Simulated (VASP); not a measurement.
# BN (P6_3/mmc) in VASP: notebook

BN is run at these levels: PBEsol; tasks: single point.

Program: VASP 6.6.1. These are calculated values, not measurements. Logs are shortened: lines on timing, memory, paths and dates and some standing lists are left out, and cuts for length are marked.

### Step 1. The cell of the first run

It takes space group P6_3/mmc (No. 194, hexagonal). Conventional cell: a = 2.373 Å, b = 2.373 Å, c = 6.636 Å, α = 90.00°, β = 90.00°, γ = 120.00°. Within 1.8 Å of B (site symmetry -6m2) lie 3 N at 1.37 Å. N (site symmetry -6m2) has 3 B at 1.37 Å within 1.8 Å.

### Step 2. Single point, PBEsol

Input file INCAR:

```
SYSTEM = BN
ALGO = Normal ; EDIFF = 1E-6
ENCUT = 520 ; GGA = PS
ISIF = 2 ; ISMEAR = 0
LASPH = .True. ; LCHARG = .False.
LREAL = .False. ; LWAVE = .False.
NBANDS = 16 ; NELM = 100
PREC = Accurate ; SIGMA = 0.05
```

Input file KPOINTS:

```
k-points
0
Gamma
  12 12 4
  0 0 0
```

Input file POSCAR:

```
BN
1.0
    2.3733280000      0.0000000000      0.0000000000
   -1.1866640000      2.0553620500      0.0000000000
    0.0000000000      0.0000000000      6.6357000000
B N
2 2
Direct
    0.3333333333      0.6666666667      0.2500000000
    0.6666666667      0.3333333333      0.7500000000
    0.3333333333      0.6666666667      0.7500000000
    0.6666666667      0.3333333333      0.2500000000
```

Potentials or basis: VASP PAW PBE potentials, release 64 (B, N).

On the command line:

```console
$ cat potpaw_PBE.64/B/POTCAR potpaw_PBE.64/N/POTCAR > POTCAR
$ mpirun -np 1 vasp_std > vasp.out
```

OUTCAR:

```text
SYSTEM = BN
   EDIFF = 1E-6
   ENCUT = 520
   GGA = PS
   ISIF = 2
   ISMEAR = 0
   LASPH = .True.
   LREAL = .False.
   NELM = 100
   PREC = Accurate

 ion  position               nearest neighbor table
   1  0.333  0.667  0.250-   4 1.37   4 1.37   4 1.37
   2  0.667  0.333  0.750-   3 1.37   3 1.37   3 1.37
   3  0.333  0.667  0.750-   2 1.37   2 1.37   2 1.37
   4  0.667  0.333  0.250-   1 1.37   1 1.37   1 1.37

  LATTYP: Found a hexagonal cell.
 ALAT       =     2.3733280000
 C/A-ratio  =     2.7959472943

  Lattice vectors:

 A1 = (   2.3733280000,   0.0000000000,   0.0000000000)
 A2 = (  -1.1866640000,   2.0553620500,   0.0000000000)
 A3 = (   0.0000000000,   0.0000000000,   6.6357000000)

Analysis of symmetry for initial positions (statically):
=====================================================================
 Subroutine PRICEL returns:
 Original cell was already a primitive cell.

 Routine SETGRP: Setting up the symmetry group for a
 hexagonal supercell.

 Subroutine GETGRP returns: Found 24 space group operations
 (whereof 12 operations were pure point group operations)
 out of a pool of 24 trial point group operations.

The static configuration has the point symmetry D_3d.
 The point group associated with its full space group is D_6h.

Analysis of symmetry for dynamics (positions and initial velocities):
=====================================================================
 Subroutine PRICEL returns:
 Original cell was already a primitive cell.

 Routine SETGRP: Setting up the symmetry group for a
 hexagonal supercell.

 Subroutine GETGRP returns: Found 24 space group operations
 (whereof 12 operations were pure point group operations)
 out of a pool of 24 trial point group operations.

The dynamic configuration has the point symmetry D_3d.
 The point group associated with its full space group is D_6h.

 Subroutine INISYM returns: Found 24 space group operations
 (whereof 12 operations are pure point group operations),
 and found     1 'primitive' translations

----------------------------------------------------------------------------------------

                                     Primitive cell

  volume of cell :      32.3693

  direct lattice vectors                    reciprocal lattice vectors
     2.373328000  0.000000000  0.000000000     0.421349261  0.243266144  0.000000000
    -1.186664000  2.055362050  0.000000000     0.000000000  0.486532288  0.000000000
     0.000000000  0.000000000  6.635700000     0.000000000  0.000000000  0.150700002

  length of vectors
     2.373328000  2.373327749  6.635700000     0.486532236  0.486532288  0.150700002

  position of ions in fractional coordinates (direct lattice)
     0.333333333  0.666666667  0.250000000
     0.666666667  0.333333333  0.750000000
     0.333333333  0.666666667  0.750000000
     0.666666667  0.333333333  0.250000000

  ion indices of the primitive-cell ions
   primitive index   ion index
                 1           1
                 2           2
                 3           3
                 4           4

----------------------------------------------------------------------------------------

 KPOINTS: k-points

Automatic generation of k-mesh.
 Grid dimensions read from file:
 generate k-points for:   12   12    4

 Generating k-lattice:

  Cartesian coordinates                     Fractional coordinates (reciprocal lattice)
     0.035112438  0.020272179  0.000000000     0.083333333  0.000000000  0.000000000
     0.000000000  0.040544357  0.000000000     0.000000000  0.083333333  0.000000000
     0.000000000  0.000000000  0.037675000     0.000000000  0.000000000  0.250000000

  Length of vectors
     0.040544353  0.040544357  0.037675000

  Shift w.r.t. Gamma in fractional coordinates (k-lattice)
     0.000000000  0.000000000  0.000000000

 Subroutine IBZKPT returns following result:
 ===========================================

 Found     57 irreducible k-points:

 Following reciprocal coordinates:
            Coordinates               Weight
  0.000000  0.000000  0.000000      1.000000
  0.083333  0.000000  0.000000      6.000000
  0.166667 -0.000000  0.000000      6.000000
  0.250000  0.000000  0.000000      6.000000
  0.333333 -0.000000  0.000000      6.000000
  0.416667 -0.000000  0.000000      6.000000
[... 16 lines left out ...]
  0.250000  0.000000  0.250000     12.000000
  0.333333 -0.000000  0.250000     12.000000
 [... further k-points ...]
   k-points           NKPTS =     57   k-points in BZ     NKDIM =     57   number of bands    NBANDS=     16
   number of dos      NEDOS =    301   number of ions     NIONS =      4
   total plane-waves  NPLWV =  16200
   dimension x,y,z NGX =    18 NGY =   18 NGZ =   50
   dimension x,y,z NGXF=    36 NGYF=   36 NGZF=  100
   ions per type =               2   2
   NGX,Y,Z   is equivalent  to a cutoff of  12.61, 12.61, 12.53 a.u.
   NGXF,Y,Z  is equivalent  to a cutoff of  25.22, 25.22, 25.05 a.u.
 SYSTEM =  BN
   PREC   = accura    normal or accurate (medium, high low for compatibility)
   ISTART =      0    job   : 0-new  1-cont  2-samecut
   ICHARG =      2    charge: 1-file 2-atom 10-const
   ISPIN  =      1    spin polarized calculation?
   LNONCOLLINEAR =      F non collinear calculations
   LSORBIT =      F    spin-orbit coupling
   LASPH  =      T    aspherical Exc in radial PAW
   ENCUT  =  520.0 eV  38.22 Ry    6.18 a.u.   4.41  4.41 12.34*2*pi/ulx,y,z
   NELM   =    100;   NELMIN=  2; NELMDL= -5     # of ELM steps
   EDIFF  = 0.1E-05   stopping-criterion for ELM
   LREAL  =      F    real-space projection
   EDIFFG = 0.1E-04   stopping-criterion for IOM
   NSW    =      0    number of steps for IOM
   IBRION =     -1    ionic relax: 0-MD 1-quasi-New 2-CG
   NFREE  =      0    steps in history (QN), initial steepest desc. (CG)
   ISIF   =      2    stress and relaxation
   ISYM   =      2    0-nonsym 1-usesym 2-fastsym
   POTIM  = 0.5000    time-step for ionic-motion
   TEBEG  =    0.0;   TEEND  =   0.0 temperature during run
   PSTRESS=    0.0 pullay stress
   NELECT =      16.0000    total number of electrons
   NUPDOWN=      -1.0000    fix difference up-down
   EMIN   =  10.00;   EMAX   =-10.00  energy-range for DOS
   EFERMI =   0.00;   METHOD = LEGACY
   ISMEAR =     0;   SIGMA  =   0.05  broadening in eV -4-tet -1-fermi 0-gaus
   EFERMI_NEDOS =   21; number of points for ismear=-14 and -15
   IALGO  =     38    algorithm
   IMIX   =      4    mixing-type and parameters
     AMIX     =   0.40;   BMIX     =  1.00
     AMIX_MAG =   1.60;   BMIX_MAG =  1.00
  volume/ion in A,a.u.               =       8.09        54.61
  Fermi-wavevector in a.u.,A,eV,Ry     =   1.294406  2.446073 22.796386  1.675487
  Thomas-Fermi vector in A             =   2.425991
   LORBIT       =      0    0 simple, 1 ext, 2 COOP (PROOUT), +10 PAW based schemes
   GGA     = PS    functional components
   LHFCALC =     F    Hartree Fock is set to
   AEXX    =    0.0000 exact exchange contribution
   IVDW    =     0    specifies the selected vdW correction
   LEPSILON=     F    determine dielectric tensor
   LRPA    =     F    only Hartree local field effects (RPA)
 non-spin polarized calculation
 Gauss-broadening in eV      SIGMA  =   0.05
  energy-cutoff  :      520.00
  volume of cell :       32.37
 maximum number of plane-waves:       900
 NGX is ok and might be reduce to    18
   NGX =  9   NGY =  9   NGZ = 25

 number of electron      16.0000002 magnetization

 Free energy of the ion-electron system (eV)
  ---------------------------------------------------
  ext. energy  EPLUGINS =         0.00000000
  ---------------------------------------------------
  free energy    TOTEN  =       -35.78196514 eV

  energy without entropy =      -35.78196514  energy(sigma->0) =      -35.78196514

 E-fermi :   3.1203     XC(G=0): -10.6377

 val. band max:        2.9179611524   @ k =   0.3333   0.3333   0.5000
 cond. band min:       7.3188482717   @ k =   0.5000   0.0000   0.0000
 fundamental gap:      4.4008871193
 Fermi energy:         3.1203144213

 k-point     1 :       0.0000    0.0000    0.0000
  band No.  band energies     occupation
      1     -15.8294      2.00000
      2     -15.5404      2.00000
      3      -4.2292      2.00000
      4      -2.1634      2.00000
      5       1.8352      2.00000
      6       1.8352      2.00000
[... 8 lines left out ...]
     15      17.6982      0.00000
     16      17.8896      0.00000

 k-point     2 :       0.0833    0.0000    0.0000
  band No.  band energies     occupation
      1     -15.6770      2.00000
      2     -15.3926      2.00000
      3      -4.0164      2.00000
      4      -1.9680      2.00000
      5       1.2331      2.00000
      6       1.2566      2.00000
[... 8 lines left out ...]
     15      17.2811      0.00000
     16      18.0547      0.00000

 k-point     3 :       0.1667   -0.0000    0.0000
  band No.  band energies     occupation
      1     -15.2264      2.00000
      2     -14.9561      2.00000
      3      -3.3847      2.00000
      4      -1.3918      2.00000
      5      -0.3103      2.00000
      6      -0.2811      2.00000
[... 8 lines left out ...]
     15      18.5099      0.00000
     16      18.9993      0.00000

 k-point     4 :       0.2500    0.0000    0.0000
  band No.  band energies     occupation
      1     -14.5023      2.00000
      2     -14.2565      2.00000
      3      -2.3595      2.00000
      4      -2.2974      2.00000
      5      -2.2479      2.00000
      6      -0.4724      2.00000
[... 8 lines left out ...]
     15      20.0751      0.00000
     16      21.0714      0.00000
[... 324 lines left out ...]
 k-point    22 :       0.1667   -0.0000    0.2500
  band No.  band energies     occupation
      1     -15.1887      2.00000
      2     -14.9977      2.00000
      3      -3.1403      2.00000
      4      -1.7515      2.00000
      5      -0.3024      2.00000
      6      -0.2770      2.00000
[... 8 lines left out ...]
     15      18.4218      0.00000
     16      18.4944      0.00000

 k-point    23 :       0.2500    0.0000    0.2500
  band No.  band energies     occupation
      1     -14.4679      2.00000
      2     -14.2941      2.00000
      3      -2.3358      2.00000
      4      -2.2632      2.00000
      5      -2.0766      2.00000
      6      -0.7930      2.00000
[... 8 lines left out ...]
     15      21.0861      0.00000
     16      21.1642      0.00000

 k-point    24 :       0.3333   -0.0000    0.2500
  band No.  band energies     occupation
      1     -13.5399      2.00000
      2     -13.3936      2.00000
      3      -4.3004      2.00000
      4      -4.2505      2.00000
      5      -0.8064      2.00000
      6      -0.7865      2.00000
[... 8 lines left out ...]
     15      21.2555      0.00000
     16      23.1079      0.00000

 [... further k-points ...]
[... 5 lines left out ...]
  --------------------------------------------------------------------------------------
  -------------------------------------------------------------------------------------
  Total       14.9519716     14.9519674      0.1966600     -0.0000000      0.0000000      0.0000000
  in kB      740.0758043    740.0755958      9.7340542     -0.0000000      0.0000000      0.0000000
  external PRESSURE =     496.6284847 kB  Pullay stress =       0.0000000 kB

 VOLUME and BASIS-vectors are now :
 -----------------------------------------------------------------------------
  energy-cutoff  :      520.00
  volume of cell :       32.37
      direct lattice vectors                 reciprocal lattice vectors
     2.373328000  0.000000000  0.000000000     0.421349261  0.243266144  0.000000000
    -1.186664000  2.055362050  0.000000000     0.000000000  0.486532288  0.000000000
     0.000000000  0.000000000  6.635700000     0.000000000  0.000000000  0.150700002

 POSITION                                       TOTAL-FORCE (eV/Angst)
 -----------------------------------------------------------------------------------
     -0.00000      1.37024      1.65892        -0.000000      0.000000      0.000000
      1.18666      0.68512      4.97677         0.000000     -0.000000      0.000000
     -0.00000      1.37024      4.97677         0.000000      0.000000      0.000000
      1.18666      0.68512      1.65892        -0.000000      0.000000      0.000000
 -----------------------------------------------------------------------------------
    total drift:                               -0.000000      0.000000      0.000000

  FREE ENERGIE OF THE ION-ELECTRON SYSTEM (eV)
  ---------------------------------------------------
  free  energy   TOTEN  =       -35.7819651370 eV

  energy  without entropy=      -35.7819651369  energy(sigma->0) =      -35.78196514
```

Wall time 33 s (1 thread of Intel Xeon Platinum 8375C at 2.90GHz (Ice Lake), shared host); peak memory 0.15 GiB.

Results:

| Quantity | Value |
| --- | --- |
| Free energy | -35.7820 eV |
| Pressure | 49.7 GPa |
| Band gap on the k mesh | 4.40 eV, indirect (least direct gap 4.97 eV) |

Levels at points of the mesh, in eV from the valence-band top:
```
           k point  band 4  band 5  band 6  band 7  band 8  band 9  band 10  band 11  band 12  band 13
(0.00, 0.00, 0.00)   -5.08   -1.08   -1.08   -1.06   -1.06    4.93    10.54    12.90    12.90    13.01
(0.50, 0.00, 0.00)   -9.52   -4.37   -4.32   -1.60   -0.62    4.40     5.89    10.85    11.70    13.05
(0.00, 0.00, 0.50)   -6.23   -1.07   -1.07   -1.07   -1.07    7.46     7.46    12.96    12.96    12.96
(0.50, 0.00, 0.50)   -9.55   -4.35   -4.35   -1.10   -1.10    4.93     4.93    11.55    11.55    14.22
```

Caveat: the PAW data sets were made with another functional, which shifts forces and pressure a little; this functional lacks dispersion, which binds the layers, so the pressure and a relaxed spacing across them are unreliable.

### Step 3. Single point, PBEsol

This run uses another cell than the first one, of 8.38 Å³/atom, 1.035 times its volume.

Input file INCAR:

```
SYSTEM = BN
PREC = Accurate
ENCUT = 520
EDIFF = 1E-7
ISMEAR = 0
SIGMA = 0.05
LREAL = .False.
LASPH = .True.
NELM = 100
ALGO = Normal
ISIF = 2
LWAVE = .False.
LCHARG = .False.
GGA = PS
NBANDS = 16
```

Input file KPOINTS:

```
Automatic mesh
0
Gamma
  12 12 4
  0 0 0
```

Changes to POSCAR since step 2:

```diff
@@ -2,4 +2,4 @@
 1.0
-    2.3733280000      0.0000000000      0.0000000000
-   -1.1866640000      2.0553620500      0.0000000000
+    2.4149653333      0.0000000000      0.0000000000
+   -1.2074826667      2.0914210333      0.0000000000
     0.0000000000      0.0000000000      6.6357000000
```

Potentials or basis: VASP PAW PBE potentials, release 64 (B, N).

On the command line:

```console
$ cat potpaw_PBE.64/B/POTCAR potpaw_PBE.64/N/POTCAR > POTCAR
$ mpirun -np 1 vasp_std > vasp.out
```

OUTCAR:

```text
SYSTEM = BN
   PREC = Accurate
   ENCUT = 520
   EDIFF = 1E-7
   ISMEAR = 0
   LREAL = .False.
   LASPH = .True.
   NELM = 100
   ISIF = 2
   GGA = PS

 ion  position               nearest neighbor table
   1  0.333  0.667  0.250-   4 1.39   4 1.39   4 1.39
   2  0.667  0.333  0.750-   3 1.39   3 1.39   3 1.39
   3  0.333  0.667  0.750-   2 1.39   2 1.39   2 1.39
   4  0.667  0.333  0.250-   1 1.39   1 1.39   1 1.39

  LATTYP: Found a hexagonal cell.
 ALAT       =     2.4149653333
 C/A-ratio  =     2.7477413065

  Lattice vectors:
[... 654 lines left out ...]
  Direction    XX          YY          ZZ          XY          YZ          ZX
  --------------------------------------------------------------------------------------
  -------------------------------------------------------------------------------------
  Total        9.7704305      9.7704277      0.1954261     -0.0000000     -0.0000000      0.0000000
  in kB      467.0734336    467.0733020      9.3423060     -0.0000000     -0.0000000      0.0000000
  external PRESSURE =     314.4963472 kB  Pullay stress =       0.0000000 kB

 VOLUME and BASIS-vectors are now :
 -----------------------------------------------------------------------------
  energy-cutoff  :      520.00
  volume of cell :       33.51
      direct lattice vectors                 reciprocal lattice vectors
     2.414965333  0.000000000  0.000000000     0.414084619  0.239071900  0.000000000
    -1.207482667  2.091421033  0.000000000     0.000000000  0.478143800  0.000000000
     0.000000000  0.000000000  6.635700000     0.000000000  0.000000000  0.150700002

 POSITION                                       TOTAL-FORCE (eV/Angst)
 -----------------------------------------------------------------------------------
     -0.00000      1.39428      1.65892        -0.000000      0.000000      0.000000
      1.20748      0.69714      4.97677         0.000000     -0.000000      0.000000
     -0.00000      1.39428      4.97677        -0.000000      0.000000      0.000000
      1.20748      0.69714      1.65892         0.000000     -0.000000      0.000000
 -----------------------------------------------------------------------------------
    total drift:                               -0.000000      0.000000      0.000000

  FREE ENERGIE OF THE ION-ELECTRON SYSTEM (eV)
  ---------------------------------------------------
  free  energy   TOTEN  =       -36.2121289501 eV

  energy  without entropy=      -36.2121289501  energy(sigma->0) =      -36.21212895
```

stdout:

```text
POSCAR found type information on POSCAR B N
 POSCAR found :  2 types and       4 ions
 scaLAPACK will be used
 -----------------------------------------------------------------------------
|                                                                             |
|                                                                             |
|     You enforced a specific xc type in the INCAR file but a different       |
|     I HOPE YOU KNOW WHAT YOU ARE DOING!                                     |
|                                                                             |
 -----------------------------------------------------------------------------

 LDA part: xc-table for (Slater+PW92), standard interpolation
 POSCAR, INCAR and KPOINTS ok, starting setup
 FFT: planning ... GRIDC
 FFT: planning ... GRID_SOFT
 FFT: planning ... GRID
 WAVECAR not read
 entering main loop
```

Run time: 38 s. Hardware: 1 thread of Intel Xeon Platinum 8375C at 2.90GHz (Ice Lake), shared host; peak memory 0.15 GiB.

What came out:

```
Free energy            : -36.2121 eV
Pressure               : 31.4 GPa
Band gap on the k mesh : 4.33 eV, indirect (least direct gap 4.85 eV)
```

Caveat: the PAW data sets were made with another functional, which shifts forces and pressure a little; this functional lacks dispersion, which binds the layers, so the pressure and a relaxed spacing across them are unreliable.
